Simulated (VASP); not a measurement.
# KF (I4mm) in VASP: notebook

The runs below take KF through single point, with PBE.

All numbers are computed with VASP 6.6.1; they aren't measurements. Logs are shortened: lines on timing, memory, paths and dates and some standing lists are left out, and cuts for length are marked.

### 1 The cell of the first run

Symmetry: I4mm, No. 107, tetragonal system. The conventional cell has a = 3.781 Å, b = 3.781 Å, c = 5.347 Å, α = 90.00°, β = 90.00°, γ = 90.00°. K (site symmetry 4mm) has 6 F at 2.60 to 2.75 Å within 3.4 Å. Within 3.4 Å of F (site symmetry 4mm) lie 6 K at 2.60 to 2.75 Å.

### 2 Single point, PBE (all K atoms moved +0.075 Å, as atom 1 along Cartesian [1 0 0])

INCAR reads:

```
ALGO = Normal
EDIFF = 1E-6
ENCUT = 520
GGA = PE
ISIF = 2
ISMEAR = 0
LASPH = True
LCHARG = False
LREAL = False
LWAVE = False
NBANDS = 15
NELM = 80
PREC = Accurate
SIGMA = 0.05
```

KPOINTS reads:

```
k-points
0
Gamma
  8 8 8
```

POSCAR reads:

```
KF
1.0
    0.0000000000      2.6735000000      2.6735000000
    2.6735000000      0.0000000000      2.6735000000
    2.6735000000      2.6735000000      0.0000000000
K F
1 1
Direct
   -0.0140265569      0.0140265569      0.0140265569
    0.5000000000      0.5000000000      0.5000000000
```

Potentials or basis: VASP PAW PBE potentials, release 64 (K_sv, F).

On the command line:

```
$ cat potpaw_PBE.64/K_sv/POTCAR potpaw_PBE.64/F/POTCAR > POTCAR
$ mpirun -np 1 vasp_std > vasp.out
```

OUTCAR:

```text
EDIFF = 1E-6
   ENCUT = 520
   GGA = PE
   ISIF = 2
   ISMEAR = 0
   LASPH = True
   LREAL = False
   NELM = 80
   PREC = Accurate

 ion  position               nearest neighbor table
   1  0.986  0.014  0.014-   2 2.60   2 2.67   2 2.67   2 2.67   2 2.67   2 2.75
   2  0.500  0.500  0.500-   1 2.60   1 2.67   1 2.67   1 2.67   1 2.67   1 2.75

  LATTYP: Found a face centered cubic cell.
 ALAT       =     5.3470000000

  Lattice vectors:

 A1 = (   0.0000000000,   2.6735000000,   2.6735000000)
 A2 = (   2.6735000000,   0.0000000000,   2.6735000000)
 A3 = (   2.6735000000,   2.6735000000,   0.0000000000)

Analysis of symmetry for initial positions (statically):
=====================================================================
 Subroutine PRICEL returns:
 Original cell was already a primitive cell.

 Routine SETGRP: Setting up the symmetry group for a
 face centered cubic supercell.

 Subroutine GETGRP returns: Found  8 space group operations
 (whereof  8 operations were pure point group operations)
 out of a pool of 48 trial point group operations.

The static configuration has the point symmetry C_4v.

Analysis of symmetry for dynamics (positions and initial velocities):
=====================================================================
 Subroutine PRICEL returns:
 Original cell was already a primitive cell.

 Routine SETGRP: Setting up the symmetry group for a
 face centered cubic supercell.

 Subroutine GETGRP returns: Found  8 space group operations
 (whereof  8 operations were pure point group operations)
 out of a pool of 48 trial point group operations.

The dynamic configuration has the point symmetry C_4v.

 Subroutine INISYM returns: Found  8 space group operations
 (whereof  8 operations are pure point group operations),
 and found     1 'primitive' translations

----------------------------------------------------------------------------------------

                                     Primitive cell

  volume of cell :      38.2182

  direct lattice vectors                    reciprocal lattice vectors
     0.000000000  2.673500000  2.673500000    -0.187020759  0.187020759  0.187020759
     2.673500000  0.000000000  2.673500000     0.187020759 -0.187020759  0.187020759
     2.673500000  2.673500000  0.000000000     0.187020759  0.187020759 -0.187020759

  length of vectors
     3.780899959  3.780899959  3.780899959     0.323929457  0.323929457  0.323929457

[... 84 lines left out ...]
   IBRION =     -1    ionic relax: 0-MD 1-quasi-New 2-CG
   NFREE  =      0    steps in history (QN), initial steepest desc. (CG)
   ISIF   =      2    stress and relaxation
   ISYM   =      2    0-nonsym 1-usesym 2-fastsym
   POTIM  = 0.5000    time-step for ionic-motion
   TEBEG  =    0.0;   TEEND  =   0.0 temperature during run
   PSTRESS=    0.0 pullay stress
   NELECT =      16.0000    total number of electrons
   NUPDOWN=      -1.0000    fix difference up-down
   EMIN   =  10.00;   EMAX   =-10.00  energy-range for DOS
   EFERMI =   0.00;   METHOD = LEGACY
   ISMEAR =     0;   SIGMA  =   0.05  broadening in eV -4-tet -1-fermi 0-gaus
   EFERMI_NEDOS =   21; number of points for ismear=-14 and -15
   IALGO  =     38    algorithm
   IMIX   =      4    mixing-type and parameters
     AMIX     =   0.40;   BMIX     =  1.00
     AMIX_MAG =   1.60;   BMIX_MAG =  1.00
  volume/ion in A,a.u.               =      19.11       128.95
  Fermi-wavevector in a.u.,A,eV,Ry     =   1.224686  2.314320 20.406766  1.499855
  Thomas-Fermi vector in A             =   2.359751
   LORBIT       =      0    0 simple, 1 ext, 2 COOP (PROOUT), +10 PAW based schemes
   GGA     = PE    functional components
   LHFCALC =     F    Hartree Fock is set to
   AEXX    =    0.0000 exact exchange contribution
   IVDW    =     0    specifies the selected vdW correction
   LEPSILON=     F    determine dielectric tensor
   LRPA    =     F    only Hartree local field effects (RPA)
 non-spin polarized calculation
 Gauss-broadening in eV      SIGMA  =   0.05
  energy-cutoff  :      520.00
  volume of cell :       38.22
 maximum number of plane-waves:      1056
   NGX = 13   NGY = 13   NGZ = 13

 number of electron      16.0000001 magnetization

 Free energy of the ion-electron system (eV)
  ---------------------------------------------------
  ext. energy  EPLUGINS =         0.00000000
  ---------------------------------------------------
  free energy    TOTEN  =        -8.28616248 eV

  energy without entropy =       -8.28616248  energy(sigma->0) =       -8.28616248

 E-fermi :  -2.4683     XC(G=0):  -8.3943

 val. band max:       -2.8123212863   @ k =   0.0000   0.0000   0.0000
 cond. band min:       3.3445705063   @ k =   0.0000   0.0000   0.0000
 fundamental gap:      6.1568917925
 Fermi energy:        -2.4683384896

 k-point     1 :       0.0000    0.0000    0.0000
  band No.  band energies     occupation
      1     -28.9492      2.00000
      2     -21.4664      2.00000
      3     -12.2010      2.00000
      4     -12.2007      2.00000
      5     -12.2007      2.00000
      6      -2.8146      2.00000
      7      -2.8146      2.00000
      8      -2.8123      2.00000
      9       3.3446      0.00000
     10       7.8675      0.00000
     11       7.8756      0.00000
     12       7.8756      0.00000
     13       9.5359      0.00000
     14       9.5527      0.00000
[... 401 lines left out ...]
      2     -21.5195      2.00000
      3     -12.5602      2.00000
      4     -12.3871      2.00000
      5     -12.3250      2.00000
      6      -3.2603      2.00000
      7      -3.0641      2.00000
      8      -3.0073      2.00000
      9       6.2843      0.00000
     10       7.1087      0.00000
     11       8.8450      0.00000
     12      10.0149      0.00000
     13      11.2461      0.00000
     14      11.6937      0.00000
     15      12.8093      0.00000

 [... further k-points ...]
[... 5 lines left out ...]
  --------------------------------------------------------------------------------------
  -------------------------------------------------------------------------------------
  Total        0.3906609      0.3189596      0.3189596      0.0000000      0.0000000      0.0000000
  in kB       16.3772106     13.3713621     13.3713621      0.0000000      0.0000000      0.0000000
  external PRESSURE =      14.3733116 kB  Pullay stress =       0.0000000 kB

 VOLUME and BASIS-vectors are now :
 -----------------------------------------------------------------------------
  energy-cutoff  :      520.00
  volume of cell :       38.22
      direct lattice vectors                 reciprocal lattice vectors
     0.000000000  2.673500000  2.673500000    -0.187020759  0.187020759  0.187020759
     2.673500000  0.000000000  2.673500000     0.187020759 -0.187020759  0.187020759
     2.673500000  2.673500000  0.000000000     0.187020759  0.187020759 -0.187020759

 POSITION                                       TOTAL-FORCE (eV/Angst)
 -----------------------------------------------------------------------------------
      0.07500      2.67350      2.67350        -0.125990      0.000000      0.000000
      2.67350      2.67350      2.67350         0.125990      0.000000      0.000000
 -----------------------------------------------------------------------------------
    total drift:                                0.000020      0.000000      0.000000

  FREE ENERGIE OF THE ION-ELECTRON SYSTEM (eV)
  ---------------------------------------------------
  free  energy   TOTEN  =        -8.2861624770 eV

  energy  without entropy=       -8.2861624770  energy(sigma->0) =       -8.28616248
```

OSZICAR:

```text
N       E                     dE             d eps       ncg     rms          rms(c)
DAV:   1     0.105204297320E+03    0.10520E+03   -0.80420E+03  1770   0.102E+03
DAV:   2    -0.506379877826E+01   -0.11027E+03   -0.10181E+03  2340   0.281E+02
DAV:   3    -0.940380931643E+01   -0.43400E+01   -0.43160E+01  2354   0.495E+01
DAV:   4    -0.954955126493E+01   -0.14574E+00   -0.14572E+00  2413   0.857E+00
DAV:   5    -0.955143796056E+01   -0.18867E-02   -0.18867E-02  2375   0.855E-01    0.633E+00
DAV:   6    -0.831708539405E+01    0.12344E+01   -0.35137E+00  1847   0.148E+01    0.403E+00
DAV:   7    -0.828781378227E+01    0.29272E-01   -0.66771E-02  2239   0.224E+00    0.226E+00
DAV:   8    -0.828389444970E+01    0.39193E-02   -0.51473E-02  1966   0.224E+00    0.194E-01
DAV:   9    -0.828546330266E+01   -0.15689E-02   -0.38470E-03  2197   0.515E-01    0.124E-01
DAV:  10    -0.828603518866E+01   -0.57189E-03   -0.47476E-04  1882   0.188E-01    0.614E-02
DAV:  11    -0.828616340389E+01   -0.12822E-03   -0.12847E-04  1840   0.949E-02    0.197E-02
DAV:  12    -0.828616233196E+01    0.10719E-05   -0.12503E-05  2226   0.352E-02    0.420E-03
DAV:  13    -0.828616247701E+01   -0.14505E-06   -0.21263E-06  1896   0.130E-02
   1 F= -.82861625E+01 E0= -.82861625E+01  d E =-.327060E-24
```

Run time: 12 s. Hardware: 1 thread of Intel Xeon 6975P-C (Granite Rapids), shared host; peak memory 0.17 GiB.

What came out:

| Property | Result |
| --- | --- |
| Free energy | -8.2862 eV |
| Pressure | 1.4 GPa |
| Largest force | 0.126 eV/Å |
| Band gap on the k mesh | 6.16 eV, direct |

Forces in eV/Å, atoms in the order of the input:
```
K   -0.126  0.000  0.000
F    0.126  0.000  0.000
```

Stress tensor (GPa, compression positive):
```
1.64 0.00 0.00
0.00 1.34 0.00
0.00 0.00 1.34
```

Levels at points of the mesh, in eV from the valence-band top:
| k point | band 5 | band 6 | band 7 | band 8 | band 9 | band 10 | band 11 | band 12 |
| --- | --- | --- | --- | --- | --- | --- | --- | --- |
| (0.00, 0.00, 0.00) | -9.39 | 0.00 | 0.00 | 0.00 | 6.16 | 10.68 | 10.69 | 10.69 |
| (0.50, 0.00, 0.00) | -9.43 | -0.79 | -0.34 | -0.34 | 9.06 | 10.58 | 12.07 | 12.08 |
| (0.50, 0.50, 0.00) | -9.60 | -0.21 | -0.06 | -0.05 | 8.22 | 10.29 | 11.80 | 13.61 |
| (0.00, 0.50, 0.50) | -9.60 | -0.21 | -0.06 | -0.06 | 8.20 | 10.28 | 11.79 | 13.61 |

Caveat: the cell differs from its parent crystal (all K atoms moved +0.075 Å, as atom 1 along Cartesian [1 0 0]). A k mesh can miss the band edges.

### 3 Single point, PBE (all K atoms moved +0.025 Å, as atom 1 along Cartesian [1 0 0])

INCAR reads:

```
PREC = Accurate
ENCUT = 520
EDIFF = 1E-7
ISMEAR = 0
SIGMA = 0.05
LREAL = False
LASPH = True
NELM = 80
ALGO = Normal
ISIF = 2
LWAVE = False
LCHARG = True
GGA = PE
LELF = True
LVHAR = True
NBANDS = 15
```

KPOINTS reads:

```
Automatic mesh
0
Gamma
  8 8 8
```

POSCAR: that of step 2 with these lines changed.

```diff
@@ -8,3 +8,3 @@
 Direct
-   -0.0140265569      0.0140265569      0.0140265569
+   -0.0046755190      0.0046755190      0.0046755190
     0.5000000000      0.5000000000      0.5000000000
```

Potentials or basis: VASP PAW PBE potentials, release 64 (K_sv, F).

On the command line:

```
$ cat potpaw_PBE.64/K_sv/POTCAR potpaw_PBE.64/F/POTCAR > POTCAR
$ mpirun -np 1 vasp_std > vasp.out
```

It took 14 s on 1 thread of Intel Xeon 6975P-C (Granite Rapids), shared host; peak memory 0.17 GiB.

The run converged. Its results:

| Property | Result |
| --- | --- |
| Free energy | -8.2903 eV |
| Pressure | 1.4 GPa |
| Largest force | 0.041 eV/Å |
| Band gap on the k mesh | 6.16 eV, direct |

Forces in eV/Å, atoms in the order of the input:
```
K   -0.041  0.000  0.000
F    0.041  0.000  0.000
```

Levels at points of the mesh, in eV from the valence-band top:
```
           k point  band 6  band 7  band 8  band 9  band 10  band 11
(0.00, 0.00, 0.00)    0.00    0.00    0.00    6.16    10.67    10.68
(0.50, 0.00, 0.00)   -0.79   -0.34   -0.34    9.06    10.59    12.06
(0.50, 0.50, 0.00)   -0.21   -0.06   -0.06    8.20    10.29    11.80
(0.00, 0.50, 0.50)   -0.21   -0.06   -0.06    8.20    10.29    11.80
```

Caveat: the cell differs from its parent crystal (all K atoms moved +0.025 Å, as atom 1 along Cartesian [1 0 0]).
